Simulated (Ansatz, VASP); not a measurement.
**Two plane-wave programs on PtSe2**

```
CELL_PARAMETERS angstrom
3.77167 0.00000 0.00000
-1.88583 3.26636 0.00000
0.00000 0.00000 4.81978
ATOMIC_POSITIONS crystal
Pt 0.00000 0.00000 0.00000
Se 0.33333 0.66667 0.26560
Se 0.66667 0.33333 0.73440
```

Alike in both runs: functional PBE; dispersion D3(BJ); k mesh 12 × 12 × 8; occupations gaussian, width 0.03 eV; no spin polarisation.

Ansatz relaxed the structure, and its values are those at the end. VASP's run is a single point on that final structure, the one shown.

|  | VASP | Ansatz |
| --- | --- | --- |
| version | VASP 6.6.1 | Ansatz 0.2.0 |
| potentials or method | VASP PAW PBE potentials, release 64 (Pt, Se) | scalar-relativistic, plane waves, PAW |
| plane-wave cutoff (eV) | 520 | 420 |
| valence electrons in the cell | 22 | 50 |

```csv
,VASP,Ansatz,Ansatz less VASP
gap on the k mesh at the Fermi level (eV),none,none,-
pressure (GPa),0.0,0.0,+0.03
```

A gap of «none» marks a metal or a gap that the smearing closes. VASP's potentials hold 22 valence electrons a cell and Ansatz's 50, so a difference there can come from the potentials and not from the codes.

Spin-orbit coupling is off throughout.
